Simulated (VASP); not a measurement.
# CaB15N16 (a cell with a defect) in VASP: a series of runs, part 2 of 2

VASP 6.6.1. The steps go on from the part before.

### Step 3. Electric field gradients, HSE06, collinear spin

The input, POSCAR:

```
CaB15N16
1.0
   -3.6241103844      3.6241103844     -3.6241103844
    3.6241103844      3.6241103844      3.6241103844
    3.6241103844     -3.6241103844     -3.6241103844
B Ca N
15 1 16
Direct
   -0.0093286862     -0.0120740885     -0.0063165500
   -0.0022624260      0.2455178010      0.7606152644
   -0.0023017324      0.5109324457      0.4952260941
   -0.0093363797      0.7439895532      0.2376282943
    0.2505614934     -0.0041436612      0.7612432198
    0.2505680657      0.5115586097      0.2455097558
    0.2505668383      0.7469375849     -0.0033813874
    0.5104776339      0.0038883804      0.4975235299
    0.5104738979      0.2478191502      0.2535720916
    0.5033943583      0.4983518767      0.0134649105
    0.5034346156      0.7638264752      0.7480994108
    0.7429324340     -0.0125729802      0.2371342150
    0.7505827589      0.2506539860      0.0003429161
    0.7582257275      0.4950610649      0.7447670398
    0.7505608595      0.7506404577      0.5003368078
    0.2506458257      0.2777555812      0.5273134370
   -0.0483997262     -0.0499430296      0.1997658344
   -0.0040852882      0.2499651215      0.0065470209
    0.0113622297      0.5011947244      0.7508815851
   -0.0041046045      0.7568546077      0.4996475759
    0.2505660456     -0.0072464663      0.0068726434
    0.2505554316      0.2427566845      0.8220593186
    0.2505617716      0.5725351611      0.4924634954
    0.2505634117      0.7571976300      0.2424475099
    0.5052382950      0.0115422956      0.7543200800
    0.5495876736      0.2490158618      0.4987180847
    0.5052281273      0.5046224706      0.2612150322
    0.4897735978      0.7404018620     -0.0099129146
    0.7555887087     -0.0049808464      0.4989871504
    0.7556052129      0.2492990502      0.2447230117
    0.7455380184      0.4900015186     -0.0060392145
    0.7455305241      0.7442664358      0.7397021831
```

The input, INCAR.step1:

```
PREC = Accurate ; ENCUT = 520
ISMEAR = -1 ; SIGMA = 0.01
LREAL = Auto ; LASPH = T
NELM = 200 ; ALGO = Normal
ISIF = 2 ; LWAVE = T
LCHARG = F ; ISPIN = 2
MAGMOM = 0 -0.01 -0.01 0 0 0 0.01 0 0 -0.01 -0.01 0 0 0 0 0.05 0 0.03 0.01 0.03 0.04 0.24 0.24 0.04 0.03 0 0.03 0.01 0 0 0 0 ; LORBIT = 11
NUPDOWN = 1.0 ; GGA = PE
EDIFF = 1E-5 ; NBANDS = 94
GGA_COMPAT = F ; ISYM = -1
```

The input, INCAR.step2:

```
PREC = Accurate ; ENCUT = 520
EDIFF = 1E-8 ; ISMEAR = -1
SIGMA = 0.01 ; LREAL = Auto
LASPH = T ; NELM = 200
ALGO = Normal ; ISIF = 2
LWAVE = F ; LCHARG = F
ISPIN = 2 ; MAGMOM = 0 -0.01 -0.01 0 0 0 0.01 0 0 -0.01 -0.01 0 0 0 0 0.05 0 0.03 0.01 0.03 0.04 0.24 0.24 0.04 0.03 0 0.03 0.01 0 0 0 0
LORBIT = 11 ; NUPDOWN = 1.0
GGA = PE ; LHFCALC = T
HFSCREEN = 0.2079 ; PRECFOCK = Fast
LEFG = T ; ISTART = 1
NBANDS = 94 ; GGA_COMPAT = F
ISYM = -1
```

The input, KPOINTS:

```
explicit points
1
Reciprocal
  0.25000000   0.25000000   0.25000000 1
```

Potentials or basis: VASP PAW PBE potentials, release 64 (B, Ca_sv, N).

The run is started by

```bash
$ cat potpaw_PBE.64/B/POTCAR potpaw_PBE.64/Ca_sv/POTCAR potpaw_PBE.64/N/POTCAR > POTCAR
$ cp INCAR.step1 INCAR
$ mpirun -np 1 vasp_std > vasp.out
$ cp INCAR.step2 INCAR
$ mpirun -np 1 vasp_std > vasp.out
```

OUTCAR:

```text
PREC = Accurate
   ENCUT = 520
   EDIFF = 1E-8
   ISMEAR = -1
   LREAL = Auto
   LASPH = T
   NELM = 200
   ISIF = 2
   ISPIN = 2
   LORBIT = 11
   NUPDOWN = 1.0
   GGA = PE
   LHFCALC = T
   HFSCREEN = 0.2079
   PRECFOCK = Fast
   ISTART = 1
   ISYM = -1

 ion  position               nearest neighbor table
   1  0.991  0.988  0.994-  17 1.47  32 1.56  21 1.60  18 1.61
   2  0.998  0.246  0.761-  22 1.51  18 1.54  29 1.58  19 1.60  16 2.50
   3  0.998  0.511  0.495-  23 1.51  20 1.54  30 1.58  19 1.60  16 2.50
   4  0.991  0.744  0.238-  17 1.47  31 1.56  24 1.60  20 1.61
   5  0.251  0.996  0.761-  22 1.47  21 1.55  20 1.58  25 1.58  16 2.65
[... 515 lines left out ...]

           NMR quadrupolar parameters

 Cq : quadrupolar parameter    Cq=e*Q*V_zz/h
 eta: asymmetry parameters     (V_yy - V_xx)/ V_zz
 Q  : nuclear electric quadrupole moment in mb (millibarn)
----------------------------------------------------------------------
 ion       Cq(MHz)       eta       Q (mb)
----------------------------------------------------------------------
   1      -0.020       0.741       1.000
   2       0.010       0.822       1.000
   3       0.009       0.854       1.000
   4      -0.020       0.741       1.000
   5       0.010       0.803       1.000
   6       0.010       0.802       1.000
[... 24 lines left out ...]
  31      -0.039       0.715       1.000
  32      -0.039       0.716       1.000
----------------------------------------------------------------------

 total charge

# of ion       s       p       d       tot
------------------------------------------
    1        0.681   1.377   0.000   2.059
    2        0.683   1.382   0.000   2.065
    3        0.683   1.382   0.000   2.065
    4        0.681   1.377   0.000   2.059
    5        0.689   1.408   0.000   2.097
    6        0.689   1.408   0.000   2.097
[... 24 lines left out ...]
   31        1.219   2.774   0.000   3.993
   32        1.219   2.774   0.000   3.992
--------------------------------------------------
tot         32.090  71.574   0.811 104.475

 magnetization (x)

# of ion       s       p       d       tot
------------------------------------------
    1        0.000  -0.002   0.000  -0.001
    2       -0.003  -0.008   0.000  -0.011
    3       -0.003  -0.008   0.000  -0.011
    4        0.000  -0.002   0.000  -0.001
    5       -0.001  -0.008   0.000  -0.009
    6       -0.001  -0.008   0.000  -0.009
[... 24 lines left out ...]
   31        0.001   0.003   0.000   0.004
   32        0.001   0.003   0.000   0.004
--------------------------------------------------
tot          0.028   0.762   0.055   0.845
```

OSZICAR.step1:

```text
N       E                     dE             d eps       ncg     rms          rms(c)
DAV:   1     0.750293115916E+03    0.75029E+03   -0.71077E+04   376   0.143E+03
DAV:   2    -0.218960329418E+03   -0.96925E+03   -0.92894E+03   468   0.359E+02
DAV:   3    -0.278907457449E+03   -0.59947E+02   -0.59455E+02   480   0.910E+01
DAV:   4    -0.280726795766E+03   -0.18193E+01   -0.18161E+01   552   0.124E+01
DAV:   5    -0.280756069633E+03   -0.29274E-01   -0.29268E-01   488   0.143E+00    0.284E+01
DAV:   6    -0.263892824462E+03    0.16863E+02   -0.46392E+01   432   0.221E+01    0.132E+01
DAV:   7    -0.262783387654E+03    0.11094E+01   -0.61921E+00   464   0.891E+00    0.833E+00
DAV:   8    -0.262514349010E+03    0.26904E+00   -0.86961E-01   432   0.373E+00    0.265E+00
DAV:   9    -0.262515955185E+03   -0.16062E-02   -0.14595E-01   440   0.173E+00    0.629E-01
DAV:  10    -0.262517933561E+03   -0.19784E-02   -0.33291E-02   448   0.693E-01    0.340E-01
DAV:  11    -0.262519448191E+03   -0.15146E-02   -0.29763E-03   424   0.265E-01    0.179E-01
DAV:  12    -0.262519738601E+03   -0.29041E-03   -0.62994E-04   448   0.104E-01    0.754E-02
DAV:  13    -0.262519827003E+03   -0.88402E-04   -0.12945E-04   456   0.472E-02    0.265E-02
DAV:  14    -0.262519845612E+03   -0.18609E-04   -0.58859E-05   360   0.247E-02    0.230E-02
DAV:  15    -0.262519847007E+03   -0.13951E-05   -0.90924E-06   232   0.141E-02
   1 F= -.26251985E+03 E0= -.26251985E+03  d E =-.101254E-09  mag=     1.0000
```

Run time: 5.4 min. Hardware: 1 thread of Intel Xeon 6975P-C (Granite Rapids), shared host; peak memory 0.56 GiB.

Results:

```
Free energy                                           : -309.5077 eV
Pressure                                              : 22.2 GPa
Largest force                                         : 0.138 eV/Å
Net moment                                            : 1.00 μB per cell
Site moments                                          : B -0.00, -0.01, +0.01 (each value once); Ca +0.09; N +0.00, +0.03, +0.01, +0.04, +0.27, +0.28, +0.05 (each value once) μB
Largest electric field gradient by atom               : B -8.2, +3.9, +4.2, +4.1, -3.9, -8.0, -2.8 (each value once); Ca +31.5; N -71.5, -12.4, -19.2, -7.9, -17.9, -17.0, -7.8, -71.6, -16.2 (each value once) V/Å²
Valence electrons inside the program's atomic spheres : B 2.06, 2.10, 2.17, 2.04, 2.16 (each value once); Ca 8.91; N 4.14, 3.99, 3.98, 4.07 (each value once)
```

Forces in eV/Å, atoms in the order of the input:
```
B   -0.030 -0.038  0.018
B    0.089 -0.100  0.003
B    0.092 -0.008  0.102
B   -0.031 -0.018  0.040
B    0.027 -0.065 -0.066
B    0.019  0.068  0.068
B    0.055  0.000 -0.001
B   -0.031  0.039 -0.018
B   -0.032  0.018 -0.037
B    0.088  0.003 -0.099
B    0.091  0.102 -0.009
B   -0.040 -0.038  0.038
B    0.001 -0.001  0.000
B   -0.038  0.037 -0.038
B    0.002 -0.003  0.001
Ca   0.087 -0.003  0.000
N   -0.058 -0.060  0.061
N   -0.023  0.037  0.015
N   -0.020  0.008 -0.007
N   -0.027 -0.013 -0.041
N   -0.051  0.038  0.037
N   -0.003 -0.033 -0.035
N    0.001  0.039  0.038
N   -0.049 -0.040 -0.041
N   -0.028 -0.041 -0.014
N   -0.057  0.060 -0.060
N   -0.024  0.014  0.038
N   -0.019 -0.006  0.007
N    0.002 -0.004 -0.009
N    0.002  0.009  0.003
N    0.002 -0.008 -0.005
N    0.002  0.005  0.010
```

Stress tensor (GPa, compression positive):
```
21.05 -0.02  0.04
-0.02 22.74  5.51
 0.04  5.51 22.74
```

Electric field gradients, principal values (V/Å²):
| atom | least | middle | greatest (by size) |
| --- | --- | --- | --- |
| 1 B | 1.058 | 7.124 | -8.181 |
| 2 B | -0.349 | -3.583 | 3.932 |
| 3 B | -0.283 | -3.604 | 3.887 |
| 4 B | 1.060 | 7.128 | -8.188 |
| 5 B | -0.413 | -3.774 | 4.188 |
| 6 B | -0.409 | -3.731 | 4.140 |
| 7 B | 1.135 | 2.757 | -3.892 |
| 8 B | 1.053 | 7.135 | -8.188 |
| 9 B | 1.055 | 7.129 | -8.184 |
| 10 B | -0.344 | -3.589 | 3.932 |
| 11 B | -0.280 | -3.610 | 3.890 |
| 12 B | 1.514 | 6.448 | -7.962 |
| 13 B | 0.790 | 2.007 | -2.797 |
| 14 B | 1.500 | 6.458 | -7.958 |
| 15 B | 0.789 | 2.006 | -2.795 |
| 16 Ca | -0.628 | -30.879 | 31.507 |
| 17 N | 35.467 | 36.072 | -71.539 |
| 18 N | 4.253 | 8.186 | -12.439 |
| 19 N | 3.475 | 15.710 | -19.185 |
| 20 N | 4.285 | 8.092 | -12.377 |
| 21 N | 3.285 | 4.590 | -7.875 |
| 22 N | 6.171 | 11.703 | -17.874 |
| 23 N | 5.773 | 11.253 | -17.026 |
| 24 N | 3.333 | 4.512 | -7.845 |
| 25 N | 4.287 | 8.099 | -12.386 |
| 26 N | 35.475 | 36.093 | -71.568 |
| 27 N | 4.253 | 8.195 | -12.447 |
| 28 N | 3.462 | 15.717 | -19.180 |
| 29 N | 2.309 | 13.885 | -16.193 |
| 30 N | 2.310 | 13.913 | -16.223 |
| 31 N | 2.306 | 13.894 | -16.199 |
| 32 N | 2.304 | 13.922 | -16.226 |

Caveat: without QUAD_EFG the Cq values of the log hold for a quadrupole moment of 1 mb, not for the nuclei; the PAW data sets were made with another functional, which shifts forces and pressure a little; the total moment is fixed, so each spin has its own Fermi level and the state may be an excited one.
